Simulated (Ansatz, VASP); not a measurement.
ZnPt: VASP beside Ansatz

```
CELL_PARAMETERS angstrom
2.88297 0.00000 0.00000
0.00000 2.88297 0.00000
0.00000 0.00000 3.53325
ATOMIC_POSITIONS crystal
Zn 0.50000 0.50000 0.50000
Pt 0.00000 0.00000 0.00000
```

Change from the starting cell: volume scaled by 1.02.

Alike in both runs: task single point; functional PBEsol; k mesh 11 × 11 × 9; occupations fermi-dirac, width 0.05 eV; no spin polarisation.

```csv
,VASP,Ansatz
version,VASP 6.6.1,Ansatz 0.2.0
potentials or method,"VASP PAW PBE potentials, release 64 (Zn, Pt), cutoff 520 eV","all-electron LAPW, scalar-relativistic"
```

```csv
,VASP,Ansatz,Ansatz less VASP
pressure (GPa),-8.8,-9.1,-0.32
"traceless stress, the component that is largest in VASP (GPa)",0.17,0.12,-0.059
```

VASP's potentials were made for PBE, not for PBEsol. Ansatz ran all-electron here, and VASP with PAW potentials.

Spin-orbit coupling is off throughout.
